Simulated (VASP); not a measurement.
# Ta2N (P-31m) in VASP: further runs

The runs below take Ta2N through single point, with LDA.

Program: VASP 6.6.1. These are calculated values, not measurements. Logs are shortened: lines on timing, memory, paths and dates and some standing lists are left out, and cuts for length are marked.

## Step 1: The cell of the first run

It takes space group P-31m (No. 162, trigonal). The conventional cell has a = 5.376 Å, b = 5.376 Å, c = 4.619 Å, α = 90.00°, β = 90.00°, γ = 120.00°. Within 3.2 Å of Ta (site symmetry m) lie 3 N at 2.12 to 2.14 Å and 12 Ta at 2.90 to 3.11 Å. Within 2.8 Å of N (site symmetry 32) lie 6 Ta at 2.14 Å. N (site symmetry -3m) has 6 Ta at 2.12 Å within 2.8 Å.

## Step 2: Single point, LDA

File INCAR:

```
PREC = Accurate
ENCUT = 520
EDIFF = 1E-6
ISMEAR = 0
SIGMA = 0.15
LREAL = False
LASPH = True
NELM = 60
ALGO = Normal
ISIF = 2
LWAVE = False
LCHARG = True
GGA = CA
LELF = True
LVHAR = True
NBANDS = 50
```

File KPOINTS:

```
regular mesh
0
Gamma
  9 9 8
```

File POSCAR:

```
Ta2N
1.0
    5.3763138840      0.0000000000      0.0000000000
   -2.6881569420      4.6560244023      0.0000000000
    0.0000000000      0.0000000000      4.6193288891
Ta N
6 3
Direct
    0.6669289619      0.6669289619      0.7526041962
    0.0000000000      0.3330710381      0.7526041962
    0.3330710381      0.0000000000      0.7526041962
    0.3330710381      0.3330710381      0.2473958038
    0.0000000000      0.6669289619      0.2473958038
    0.6669289619      0.0000000000      0.2473958038
    0.6666666667      0.3333333333      0.5000000000
    0.3333333333      0.6666666667      0.5000000000
    0.0000000000      0.0000000000      0.0000000000
```

Potentials or basis: VASP PAW LDA potentials, release 64 (Ta_pv, N).

On the command line:

```sh
cat potpaw_LDA.64/Ta_pv/POTCAR potpaw_LDA.64/N/POTCAR > POTCAR
mpirun -np 1 vasp_std > vasp.out
```

OUTCAR:

```text
PREC = Accurate
   ENCUT = 520
   EDIFF = 1E-6
   ISMEAR = 0
   LREAL = False
   LASPH = True
   NELM = 60
   ISIF = 2
   GGA = CA

 ion  position               nearest neighbor table
   1  0.667  0.667  0.753-   9 2.12   8 2.14   7 2.14   5 2.90   6 2.90   4 2.91   5 2.94   6 2.94
                             4 2.94   3 3.10   2 3.10   3 3.11   2 3.11   2 3.11   3 3.11
   2  0.000  0.333  0.753-   9 2.12   7 2.14   8 2.14   4 2.90   6 2.90   5 2.91   4 2.94   6 2.94
                             5 2.94   3 3.10   1 3.10   3 3.11   1 3.11   1 3.11   3 3.11
   3  0.333  0.000  0.753-   9 2.12   8 2.14   7 2.14   5 2.90   4 2.90   6 2.91   4 2.94   5 2.94
                             6 2.94   2 3.10   1 3.10   1 3.11   2 3.11   2 3.11   1 3.11
   4  0.333  0.333  0.247-   9 2.12   7 2.14   8 2.14   2 2.90   3 2.90   1 2.91   2 2.94   3 2.94
                             1 2.94   6 3.10   5 3.10   6 3.11   5 3.11   5 3.11   6 3.11
   5  0.000  0.667  0.247-   9 2.12   8 2.14   7 2.14   1 2.90   3 2.90   2 2.91   1 2.94   3 2.94
                             2 2.94   6 3.10   4 3.10   6 3.11   4 3.11   4 3.11   6 3.11
   6  0.667  0.000  0.247-   9 2.12   7 2.14   8 2.14   2 2.90   1 2.90   3 2.91   1 2.94   2 2.94
                             3 2.94   5 3.10   4 3.10   4 3.11   5 3.11   4 3.11   5 3.11
   7  0.667  0.333  0.500-   2 2.14   6 2.14   3 2.14   5 2.14   4 2.14   1 2.14
   8  0.333  0.667  0.500-   5 2.14   3 2.14   6 2.14   2 2.14   1 2.14   4 2.14
   9  0.000  0.000  0.000-   3 2.12   6 2.12   1 2.12   4 2.12   5 2.12   2 2.12

  LATTYP: Found a hexagonal cell.
 ALAT       =     5.3763138840
 C/A-ratio  =     0.8592000000

  Lattice vectors:

 A1 = (   5.3763138840,   0.0000000000,   0.0000000000)
 A2 = (  -2.6881569420,   4.6560244023,   0.0000000000)
 A3 = (   0.0000000000,   0.0000000000,   4.6193288891)

Analysis of symmetry for initial positions (statically):
=====================================================================
 Subroutine PRICEL returns:
 Original cell was already a primitive cell.

 Routine SETGRP: Setting up the symmetry group for a
 hexagonal supercell.

 Subroutine GETGRP returns: Found 12 space group operations
 (whereof 12 operations were pure point group operations)
 out of a pool of 24 trial point group operations.

The static configuration has the point symmetry D_3d.

Analysis of symmetry for dynamics (positions and initial velocities):
=====================================================================
 Subroutine PRICEL returns:
 Original cell was already a primitive cell.

 Routine SETGRP: Setting up the symmetry group for a
 hexagonal supercell.

 Subroutine GETGRP returns: Found 12 space group operations
 (whereof 12 operations were pure point group operations)
 out of a pool of 24 trial point group operations.

The dynamic configuration has the point symmetry D_3d.

 Subroutine INISYM returns: Found 12 space group operations
 (whereof 12 operations are pure point group operations),
 and found     1 'primitive' translations

----------------------------------------------------------------------------------------

                                     Primitive cell

  volume of cell :     115.6322

  direct lattice vectors                    reciprocal lattice vectors
     5.376313884  0.000000000  0.000000000     0.186001045  0.107387753  0.000000000
    -2.688156942  4.656024402  0.000000000     0.000000000  0.214775507  0.000000000
     0.000000000  0.000000000  4.619328889     0.000000000  0.000000000  0.216481663

  length of vectors
     5.376313884  5.376313884  4.619328889     0.214775507  0.214775507  0.216481663

  position of ions in fractional coordinates (direct lattice)
     0.666928962  0.666928962  0.752604196
     0.000000000  0.333071038  0.752604196
     0.333071038  0.000000000  0.752604196
     0.333071038  0.333071038  0.247395804
     0.000000000  0.666928962  0.247395804
     0.666928962  0.000000000  0.247395804
     0.666666667  0.333333333  0.500000000
     0.333333333  0.666666667  0.500000000
     0.000000000  0.000000000  0.000000000

  ion indices of the primitive-cell ions
   primitive index   ion index
                 1           1
                 2           2
                 3           3
                 4           4
                 5           5
                 6           6
                 7           7
                 8           8
                 9           9

----------------------------------------------------------------------------------------

 KPOINTS: regular mesh

Automatic generation of k-mesh.
 Grid dimensions read from file:
 generate k-points for:    9    9    8

 Generating k-lattice:

  Cartesian coordinates                     Fractional coordinates (reciprocal lattice)
     0.020666783  0.011931973  0.000000000     0.111111111  0.000000000  0.000000000
     0.000000000  0.023863945  0.000000000     0.000000000  0.111111111  0.000000000
     0.000000000  0.000000000  0.027060208     0.000000000  0.000000000  0.125000000

  Length of vectors
     0.023863945  0.023863945  0.027060208

  Shift w.r.t. Gamma in fractional coordinates (k-lattice)
     0.000000000  0.000000000  0.000000000

 Subroutine IBZKPT returns following result:
 ===========================================

 Found     81 irreducible k-points:

 Following reciprocal coordinates:
            Coordinates               Weight
  0.000000  0.000000  0.000000      1.000000
  0.111111  0.000000  0.000000      6.000000
  0.222222  0.000000  0.000000      6.000000
  0.333333  0.000000  0.000000      6.000000
  0.444444  0.000000  0.000000      6.000000
  0.111111  0.111111  0.000000      6.000000
[... 16 lines left out ...]
 -0.111111  0.444444  0.125000     12.000000
  0.444444  0.111111  0.125000      6.000000
 [... further k-points ...]
   k-points           NKPTS =     81   k-points in BZ     NKDIM =     81   number of bands    NBANDS=     50
   number of dos      NEDOS =    301   number of ions     NIONS =      9
   total plane-waves  NPLWV =  57600
   dimension x,y,z NGX =    40 NGY =   40 NGZ =   36
   dimension x,y,z NGXF=    80 NGYF=   80 NGZF=   72
   ions per type =               6   3
   NGX,Y,Z   is equivalent  to a cutoff of  12.37, 12.37, 12.96 a.u.
   NGXF,Y,Z  is equivalent  to a cutoff of  24.74, 24.74, 25.91 a.u.
 SYSTEM =  unknown system
   PREC   = accura    normal or accurate (medium, high low for compatibility)
   ISTART =      0    job   : 0-new  1-cont  2-samecut
   ICHARG =      2    charge: 1-file 2-atom 10-const
   ISPIN  =      1    spin polarized calculation?
   LNONCOLLINEAR =      F non collinear calculations
   LSORBIT =      F    spin-orbit coupling
   LASPH  =      T    aspherical Exc in radial PAW
   ENCUT  =  520.0 eV  38.22 Ry    6.18 a.u.  10.00 10.00  8.59*2*pi/ulx,y,z
   NELM   =     60;   NELMIN=  2; NELMDL= -5     # of ELM steps
   EDIFF  = 0.1E-05   stopping-criterion for ELM
   LREAL  =      F    real-space projection
   EDIFFG = 0.1E-04   stopping-criterion for IOM
   NSW    =      0    number of steps for IOM
   IBRION =     -1    ionic relax: 0-MD 1-quasi-New 2-CG
   NFREE  =      0    steps in history (QN), initial steepest desc. (CG)
   ISIF   =      2    stress and relaxation
   ISYM   =      2    0-nonsym 1-usesym 2-fastsym
   POTIM  = 0.5000    time-step for ionic-motion
   TEBEG  =    0.0;   TEEND  =   0.0 temperature during run
   PSTRESS=    0.0 pullay stress
   NELECT =      81.0000    total number of electrons
   NUPDOWN=      -1.0000    fix difference up-down
   EMIN   =  10.00;   EMAX   =-10.00  energy-range for DOS
   EFERMI =   0.00;   METHOD = LEGACY
   ISMEAR =     0;   SIGMA  =   0.15  broadening in eV -4-tet -1-fermi 0-gaus
   EFERMI_NEDOS =   21; number of points for ismear=-14 and -15
   IALGO  =     38    algorithm
   IMIX   =      4    mixing-type and parameters
     AMIX     =   0.40;   BMIX     =  1.00
     AMIX_MAG =   1.60;   BMIX_MAG =  1.00
  volume/ion in A,a.u.               =      12.85        86.70
  Fermi-wavevector in a.u.,A,eV,Ry     =   1.453930  2.747530 28.761537  2.113913
  Thomas-Fermi vector in A             =   2.571140
   LORBIT       =      0    0 simple, 1 ext, 2 COOP (PROOUT), +10 PAW based schemes
   GGA     = CA    functional components
   LHFCALC =     F    Hartree Fock is set to
   AEXX    =    0.0000 exact exchange contribution
   IVDW    =     0    specifies the selected vdW correction
   LEPSILON=     F    determine dielectric tensor
   LRPA    =     F    only Hartree local field effects (RPA)
 non-spin polarized calculation
 Gauss-broadening in eV      SIGMA  =   0.15
  energy-cutoff  :      520.00
  volume of cell :      115.63
 maximum number of plane-waves:      3144
   NGX = 19   NGY = 19   NGZ = 17

 number of electron      81.0000000 magnetization

 Free energy of the ion-electron system (eV)
  ---------------------------------------------------
  ext. energy  EPLUGINS =         0.00000000
  ---------------------------------------------------
  free energy    TOTEN  =      -113.59668355 eV

  energy without entropy =     -113.55911256  energy(sigma->0) =     -113.57789806

 E-fermi :   7.7038     XC(G=0): -13.3453

 val. band max:        7.6956484866   @ k =   0.4444   0.1111   0.2500
 cond. band min:       7.7051747657   @ k =   0.4444   0.0000   0.1250
 fundamental gap:      0.0095262791
 Fermi energy:         7.7038138275

 k-point     1 :       0.0000    0.0000    0.0000
  band No.  band energies     occupation
      1     -27.9110      2.00000
      2     -27.4612      2.00000
      3     -27.2303      2.00000
      4     -27.2303      2.00000
      5     -27.2234      2.00000
      6     -27.2111      2.00000
[... 42 lines left out ...]
     49      11.5747      0.00000
     50      11.5962      0.00000
[... 1217 lines left out ...]
     49      10.9943      0.00000
     50      11.2762      0.00000

 [... further k-points ...]

------------------------ aborting loop because EDIFF is reached ----------------------------------------

  FORCE on cell =-STRESS in cart. coord.  units (eV):
  Direction    XX          YY          ZZ          XY          YZ          ZX
  --------------------------------------------------------------------------------------
  -------------------------------------------------------------------------------------
  Total       -4.1021141     -4.1021141     14.0865437      0.0000000      0.0000000      0.0000000
  in kB      -56.8381029    -56.8381029    195.1804348      0.0000000      0.0000000      0.0000000
  external PRESSURE =      27.1680763 kB  Pullay stress =       0.0000000 kB

 VOLUME and BASIS-vectors are now :
 -----------------------------------------------------------------------------
  energy-cutoff  :      520.00
  volume of cell :      115.63
      direct lattice vectors                 reciprocal lattice vectors
     5.376313884  0.000000000  0.000000000     0.186001045  0.107387753  0.000000000
    -2.688156942  4.656024402  0.000000000     0.000000000  0.214775507  0.000000000
     0.000000000  0.000000000  4.619328889     0.000000000  0.000000000  0.216481663

 POSITION                                       TOTAL-FORCE (eV/Angst)
 -----------------------------------------------------------------------------------
      1.79281      3.10524      3.47653         0.020462      0.035442     -0.111031
     -0.89535      1.55079      3.47653         0.020462     -0.035442     -0.111031
      1.79069      0.00000      3.47653        -0.040925     -0.000000     -0.111031
      0.89535      1.55079      1.14280        -0.020462     -0.035442      0.111031
     -1.79281      3.10524      1.14280        -0.020462      0.035442      0.111031
      3.58562      0.00000      1.14280         0.040925      0.000000      0.111031
      2.68816      1.55201      2.30966         0.000000      0.000000      0.000000
     -0.00000      3.10402      2.30966         0.000000      0.000000      0.000000
      0.00000      0.00000      0.00000         0.000000      0.000000      0.000000
 -----------------------------------------------------------------------------------
    total drift:                                0.000000     -0.000000      0.000000

  FREE ENERGIE OF THE ION-ELECTRON SYSTEM (eV)
  ---------------------------------------------------
  free  energy   TOTEN  =      -113.5966835548 eV

  energy  without entropy=     -113.5591125594  energy(sigma->0) =     -113.57789806
```

Wall time 10 min (1 thread of AMD EPYC 7R43 (Zen 3), shared host); peak memory 0.38 GiB.

What came out:

| Property | Result |
| --- | --- |
| Free energy | -113.5967 eV |
| Pressure | 2.7 GPa |
| Largest force | 0.118 eV/Å |
| Band gap on the k mesh | zero (an odd number of electrons rules out a gap without spin polarisation) |

Forces in eV/Å, atoms in the order of the input:
```
Ta   0.020  0.035 -0.111
Ta   0.020 -0.035 -0.111
Ta  -0.041  0.000 -0.111
Ta  -0.020 -0.035  0.111
Ta  -0.020  0.035  0.111
Ta   0.041  0.000  0.111
N    0.000  0.000  0.000
N    0.000  0.000  0.000
N    0.000  0.000  0.000
```

Levels at points of the mesh, in eV from the Fermi level:
| k point | band 38 | band 39 | band 40 | band 41 | band 42 | band 43 | band 44 | band 45 |
| --- | --- | --- | --- | --- | --- | --- | --- | --- |
| (0.00, 0.00, 0.00) | -0.52 | -0.52 | -0.25 | -0.13 | -0.13 | 0.03 | 0.10 | 0.10 |
| (0.00, 0.00, 0.50) | -1.63 | -1.63 | -1.43 | -0.57 | 0.48 | 0.48 | 1.02 | 1.67 |

Caveat: spin-orbit coupling is left out, which moves the levels of the heavy elements.

## Step 3: Single point, LDA

This run uses another cell than the first one, of the same volume but with other edges.

INCAR, as its differences from that of step 2:

```diff
@@ -7,3 +7,3 @@
 LASPH = True
-NELM = 60
+NELM = 80
 ALGO = Normal
```

File KPOINTS:

```
Automatic mesh
0
Gamma
  9 9 8
```

File POSCAR:

```
Ta2N
1.0
    5.1282710815      0.0000000000      0.0000000000
   -2.5641355407      4.4412130340      0.0000000000
    0.0000000000      0.0000000000      5.0769883706
Ta N
6 3
Direct
    0.7027876405      0.7027876405      0.7526041962
    0.0000000000      0.2972123595      0.7526041962
    0.2972123595      0.0000000000      0.7526041962
    0.2972123595      0.2972123595      0.2473958038
    0.0000000000      0.7027876405      0.2473958038
    0.7027876405      0.0000000000      0.2473958038
    0.6666666667      0.3333333333      0.5000000000
    0.3333333333      0.6666666667      0.5000000000
    0.0000000000      0.0000000000      0.0000000000
```

Potentials or basis: VASP PAW LDA potentials, release 64 (Ta_pv, N).

On the command line:

```sh
cat potpaw_LDA.64/Ta_pv/POTCAR potpaw_LDA.64/N/POTCAR > POTCAR
mpirun -np 1 vasp_std > vasp.out
```

It took 6.1 min on 1 thread of Intel Xeon Platinum 8488C (Sapphire Rapids), shared host; peak memory 0.43 GiB.

The run converged. Its results:

* Free energy: -110.3976 eV
* Pressure: 16.2 GPa
* Largest force: 7.099 eV/Å
* Band gap on the k mesh: zero (an odd number of electrons rules out a gap without spin polarisation)

Forces on the atoms (eV/Å):
```
Ta  -3.364 -5.827 -2.263
Ta  -3.364  5.827 -2.263
Ta   6.728  0.000 -2.263
Ta   3.364  5.827  2.263
Ta   3.364 -5.827  2.263
Ta  -6.728  0.000  2.263
N    0.000  0.000  0.000
N    0.000  0.000  0.000
N    0.000  0.000  0.000
```

Stress tensor (GPa, compression positive):
```
23.15  0.00  0.00
 0.00 23.15  0.00
 0.00  0.00  2.28
```

Levels at points of the mesh, in eV from the Fermi level:
| k point | band 37 | band 38 | band 39 | band 40 | band 41 | band 42 | band 43 | band 44 | band 45 | band 46 |
| --- | --- | --- | --- | --- | --- | --- | --- | --- | --- | --- |
| (0.00, 0.00, 0.00) | -1.11 | -1.11 | -0.59 | 0.05 | 0.05 | 0.21 | 0.21 | 1.57 | 1.57 | 2.34 |
| (0.00, 0.00, 0.50) | -1.13 | -1.03 | -1.03 | -0.84 | -0.84 | 0.19 | 0.19 | 1.87 | 2.05 | 2.05 |

Caveat: the cell stands under pressure; spin-orbit coupling is left out, which moves the levels of the heavy elements; forces of over 1 eV/Å act on the atoms, so gaps and moduli don't describe the material at rest.
